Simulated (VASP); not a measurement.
# Ca in VASP: a series of runs, part 2 of 2

VASP 6.6.1.

## (6) Single point, LDA (volume scaled by 0.96)

INCAR

```
  PREC = Accurate
  ENCUT = 520
  EDIFF = 1E-6
  ISMEAR = -1
  SIGMA = 0.05
  LREAL = F
  LASPH = T
  NELM = 60
  ALGO = Fast
  ISIF = 2
  LWAVE = F
  LCHARG = F
  GGA = CA
  NBANDS = 11
```

KPOINTS

```
Automatic mesh
0
Gamma
  8 8 8
```

POSCAR

```
Ca
1.0
    0.0000000000      2.7564359112      2.7564359112
    2.7564359112      0.0000000000      2.7564359112
    2.7564359112      2.7564359112      0.0000000000
Ca
1
Direct
    0.0000000000      0.0000000000      0.0000000000
```

Potentials or basis: VASP PAW LDA potentials, release 64 (Ca_sv).

Launch:

```bash
> cat potpaw_LDA.64/Ca_sv/POTCAR > POTCAR
> mpirun -np 1 vasp_std > vasp.out
```

OUTCAR:

```text
PREC = Accurate
   ENCUT = 520
   EDIFF = 1E-6
   ISMEAR = -1
   LREAL = F
   LASPH = T
   NELM = 60
   ISIF = 2
   GGA = CA

 ion  position               nearest neighbor table
   1  0.000  0.000  0.000-

  LATTYP: Found a face centered cubic cell.
 ALAT       =     5.5128718224

  Lattice vectors:

 A1 = (   0.0000000000,   2.7564359112,   2.7564359112)
 A2 = (   2.7564359112,   0.0000000000,   2.7564359112)
 A3 = (   2.7564359112,   2.7564359112,   0.0000000000)

Analysis of symmetry for initial positions (statically):
=====================================================================
 Subroutine PRICEL returns:
 Original cell was already a primitive cell.

 Routine SETGRP: Setting up the symmetry group for a
 face centered cubic supercell.

 Subroutine GETGRP returns: Found 48 space group operations
 (whereof 48 operations were pure point group operations)
 out of a pool of 48 trial point group operations.

The static configuration has the point symmetry O_h .

Analysis of symmetry for dynamics (positions and initial velocities):
=====================================================================
 Subroutine PRICEL returns:
 Original cell was already a primitive cell.

 Routine SETGRP: Setting up the symmetry group for a
 face centered cubic supercell.

 Subroutine GETGRP returns: Found 48 space group operations
 (whereof 48 operations were pure point group operations)
 out of a pool of 48 trial point group operations.

The dynamic configuration has the point symmetry O_h .

 Subroutine INISYM returns: Found 48 space group operations
 (whereof 48 operations are pure point group operations),
 and found     1 'primitive' translations

----------------------------------------------------------------------------------------

                                     Primitive cell

  volume of cell :      41.8865

  direct lattice vectors                    reciprocal lattice vectors
     0.000000000  2.756435911  2.756435911    -0.181393661  0.181393661  0.181393661
     2.756435911  0.000000000  2.756435911     0.181393661 -0.181393661  0.181393661
     2.756435911  2.756435911  0.000000000     0.181393661  0.181393661 -0.181393661

  length of vectors
     3.898189049  3.898189049  3.898189049     0.314183036  0.314183036  0.314183036

  position of ions in fractional coordinates (direct lattice)
     0.000000000  0.000000000  0.000000000

  ion indices of the primitive-cell ions
   primitive index   ion index
                 1           1

----------------------------------------------------------------------------------------

 KPOINTS: Automatic mesh

Automatic generation of k-mesh.
 Grid dimensions read from file:
 generate k-points for:    8    8    8

 Generating k-lattice:

  Cartesian coordinates                     Fractional coordinates (reciprocal lattice)
    -0.022674208  0.022674208  0.022674208     0.125000000  0.000000000  0.000000000
     0.022674208 -0.022674208  0.022674208     0.000000000  0.125000000  0.000000000
     0.022674208  0.022674208 -0.022674208     0.000000000  0.000000000  0.125000000

  Length of vectors
     0.039272880  0.039272880  0.039272880

  Shift w.r.t. Gamma in fractional coordinates (k-lattice)
     0.000000000  0.000000000  0.000000000

 Subroutine IBZKPT returns following result:
 ===========================================

 Found     29 irreducible k-points:

 Following reciprocal coordinates:
            Coordinates               Weight
  0.000000  0.000000  0.000000      1.000000
  0.125000  0.000000  0.000000      8.000000
  0.250000  0.000000  0.000000      8.000000
  0.375000  0.000000  0.000000      8.000000
  0.500000  0.000000  0.000000      4.000000
  0.125000  0.125000  0.000000      6.000000
[... 16 lines left out ...]
  0.500000  0.250000  0.125000     48.000000
 -0.375000  0.250000  0.125000     24.000000
 [... further k-points ...]
   k-points           NKPTS =     29   k-points in BZ     NKDIM =     29   number of bands    NBANDS=     11
   number of dos      NEDOS =    301   number of ions     NIONS =      1
   total plane-waves  NPLWV =  27000
   dimension x,y,z NGX =    30 NGY =   30 NGZ =   30
   dimension x,y,z NGXF=    60 NGYF=   60 NGZF=   60
   ions per type =               1
   NGX,Y,Z   is equivalent  to a cutoff of  12.79, 12.79, 12.79 a.u.
   NGXF,Y,Z  is equivalent  to a cutoff of  25.59, 25.59, 25.59 a.u.
 SYSTEM =  unknown system
   PREC   = accura    normal or accurate (medium, high low for compatibility)
   ISTART =      0    job   : 0-new  1-cont  2-samecut
   ICHARG =      2    charge: 1-file 2-atom 10-const
   ISPIN  =      1    spin polarized calculation?
   LNONCOLLINEAR =      F non collinear calculations
   LSORBIT =      F    spin-orbit coupling
   LASPH  =      T    aspherical Exc in radial PAW
   ENCUT  =  520.0 eV  38.22 Ry    6.18 a.u.   7.25  7.25  7.25*2*pi/ulx,y,z
   NELM   =     60;   NELMIN=  2; NELMDL= -5     # of ELM steps
   EDIFF  = 0.1E-05   stopping-criterion for ELM
   LREAL  =      F    real-space projection
   EDIFFG = 0.1E-04   stopping-criterion for IOM
   NSW    =      0    number of steps for IOM
   IBRION =     -1    ionic relax: 0-MD 1-quasi-New 2-CG
   NFREE  =      0    steps in history (QN), initial steepest desc. (CG)
   ISIF   =      2    stress and relaxation
   ISYM   =      2    0-nonsym 1-usesym 2-fastsym
   POTIM  = 0.5000    time-step for ionic-motion
   TEBEG  =    0.0;   TEEND  =   0.0 temperature during run
   PSTRESS=    0.0 pullay stress
   NELECT =      10.0000    total number of electrons
   NUPDOWN=      -1.0000    fix difference up-down
   EMIN   =  10.00;   EMAX   =-10.00  energy-range for DOS
   EFERMI =   0.00;   METHOD = LEGACY
   ISMEAR =    -1;   SIGMA  =   0.05  broadening in eV -4-tet -1-fermi 0-gaus
   EFERMI_NEDOS =   21; number of points for ismear=-14 and -15
   IALGO  =     68    algorithm
   IMIX   =      4    mixing-type and parameters
     AMIX     =   0.40;   BMIX     =  1.00
     AMIX_MAG =   1.60;   BMIX_MAG =  1.00
  volume/ion in A,a.u.               =      41.89       282.66
  Fermi-wavevector in a.u.,A,eV,Ry     =   1.015587  1.919180 14.033267  1.031416
  Thomas-Fermi vector in A             =   2.148881
   LORBIT       =      0    0 simple, 1 ext, 2 COOP (PROOUT), +10 PAW based schemes
   GGA     = CA    functional components
   LHFCALC =     F    Hartree Fock is set to
   AEXX    =    0.0000 exact exchange contribution
   IVDW    =     0    specifies the selected vdW correction
   LEPSILON=     F    determine dielectric tensor
   LRPA    =     F    only Hartree local field effects (RPA)
 non-spin polarized calculation
 RMM-DIIS sequential band-by-band and
  energy-cutoff  :      520.00
  volume of cell :       41.89
 maximum number of plane-waves:      1158
 NGX is ok and might be reduce to    30
   NGX = 15   NGY = 15   NGZ = 15

 number of electron      10.0000001 magnetization

 Free energy of the ion-electron system (eV)
  ---------------------------------------------------
  ext. energy  EPLUGINS =         0.00000000
  ---------------------------------------------------
  free energy    TOTEN  =        -2.19197830 eV

  energy without entropy =       -2.18084527  energy(sigma->0) =       -2.18641178

 E-fermi :   1.7818     XC(G=0):  -7.9876

 val. band max:        1.7670246299   @ k =  -0.3750   0.2500   0.1250
 cond. band min:       1.8226496725   @ k =  -0.3750   0.3750   0.0000
 fundamental gap:      0.0556250427
 Fermi energy:         1.7818445771

 k-point     1 :       0.0000    0.0000    0.0000
  band No.  band energies     occupation
      1     -39.7326      2.00000
      2     -20.9408      2.00000
      3     -20.9408      2.00000
      4     -20.9408      2.00000
      5      -2.2206      2.00000
      6       4.0348      0.00000
      7       4.0348      0.00000
      8       4.0348      0.00000
      9       5.1087      0.00000
     10       5.1087      0.00000
     11      11.0524      0.00000

 k-point     2 :       0.1250    0.0000    0.0000
  band No.  band energies     occupation
      1     -39.7304      2.00000
      2     -20.9629      2.00000
      3     -20.9438      2.00000
      4     -20.9438      2.00000
      5      -1.9523      2.00000
      6       3.7710      0.00000
      7       4.1267      0.00000
      8       4.1267      0.00000
      9       5.0384      0.00000
     10       5.0384      0.00000
     11      11.1444      0.00000
[... 295 lines left out ...]
 k-point    24 :      -0.3750    0.2500    0.1250
  band No.  band energies     occupation
      1     -39.7150      2.00000
      2     -21.0688      2.00000
      3     -20.9999      2.00000
      4     -20.9737      2.00000
      5       1.4466      1.99755
      6       1.7670      1.14712
      7       3.2390      0.00000
      8       4.3540      0.00000
      9       5.6411      0.00000
     10       6.2348      0.00000
     11       6.6654      0.00000

 [... further k-points ...]
[... 5 lines left out ...]
  --------------------------------------------------------------------------------------
  -------------------------------------------------------------------------------------
  Total       -0.4163788     -0.4163788     -0.4163788     -0.0000000      0.0000000     -0.0000000
  in kB      -15.9266872    -15.9266872    -15.9266872     -0.0000000      0.0000000     -0.0000000
  external PRESSURE =     -15.9266872 kB  Pullay stress =       0.0000000 kB

 VOLUME and BASIS-vectors are now :
 -----------------------------------------------------------------------------
  energy-cutoff  :      520.00
  volume of cell :       41.89
      direct lattice vectors                 reciprocal lattice vectors
     0.000000000  2.756435911  2.756435911    -0.181393661  0.181393661  0.181393661
     2.756435911  0.000000000  2.756435911     0.181393661 -0.181393661  0.181393661
     2.756435911  2.756435911  0.000000000     0.181393661  0.181393661 -0.181393661

 POSITION                                       TOTAL-FORCE (eV/Angst)
 -----------------------------------------------------------------------------------
      0.00000      0.00000      0.00000         0.000000      0.000000      0.000000
 -----------------------------------------------------------------------------------
    total drift:                               -0.000000     -0.000000      0.000000

  FREE ENERGIE OF THE ION-ELECTRON SYSTEM (eV)
  ---------------------------------------------------
  free  energy   TOTEN  =        -2.1919782985 eV

  energy  without entropy=       -2.1808452682  energy(sigma->0) =       -2.18641178
```

stdout:

```text
POSCAR found type information on POSCAR Ca
 POSCAR found :  1 types and       1 ions
 scaLAPACK will be used
 LDA part: xc-table for (Slater(with rela. corr.)+CA(PZ))
 , standard interpolation
 POSCAR, INCAR and KPOINTS ok, starting setup
 FFT: planning ... GRIDC
 FFT: planning ... GRID_SOFT
 FFT: planning ... GRID
 WAVECAR not read
 entering main loop
```

Wall time 15 s (1 thread of Intel Xeon 8259CL, shared host); peak memory 0.15 GiB.

Results:

```yaml
Free_energy: -2.1920 eV
Pressure: -1.6 GPa
Band_gap_on_the_k_mesh: zero (band 5 reaches 1.99 eV, above the bottom of band 6 at 1.72 eV)
```

Levels at points of the mesh, in eV from the Fermi level:
```
           k point  band 2  band 3  band 4  band 5  band 6  band 7  band 8  band 9
(0.00, 0.00, 0.00)  -22.72  -22.72  -22.72   -4.00    2.25    2.25    2.25    3.33
(0.50, 0.00, 0.00)  -22.87  -22.74  -22.74   -1.01   -0.06    2.15    2.15    4.02
(0.50, 0.50, 0.00)  -22.86  -22.78  -22.78   -0.46    0.52    1.05    4.02    4.20
```

## (7) Overview

```csv
level,potentials or basis,spin,cell,k mesh,smearing,gap on the mesh (eV),pressure (GPa)
revPBE+D3(BJ),"VASP PAW PBE potentials, release 64 (Ca_sv)","non-collinear, zero start, SOC","a = 3.952 Å, angles 60.0°, 1 atom",6 × 6 × 6,gaussian 0.15 eV,-,-1.3
PBEsol,"VASP PAW PBE potentials, release 64 (Ca_sv)",off,"a = 3.928, b = 3.875, c = 4.059 Å, angles 60.3, 59.8, 59.8°, 1 atom",8 × 8 × 8,fermi-dirac 0.05 eV,none,-1.2
LDA,"VASP PAW LDA potentials, release 64 (Ca_sv)",off,"a = 3.952 Å, angles 60.0°, 1 atom",8 × 8 × 8,fermi-dirac 0.05 eV,none,-2.1
LDA,"VASP PAW LDA potentials, release 64 (Ca_sv)",off,"a = 3.871 Å, angles 60.0°, 1 atom",8 × 8 × 8,fermi-dirac 0.05 eV,none,-1.3
LDA,"VASP PAW LDA potentials, release 64 (Ca_sv)",off,"a = 3.898 Å, angles 60.0°, 1 atom",8 × 8 × 8,fermi-dirac 0.05 eV,none,-1.6
```

Alike in all rows: task single point; cutoff (eV) 520.

Caveats: the PAW data sets were made with another functional, which shifts forces and pressure a little (some runs).

Absolute energies hang on the potentials; compare differences alone.
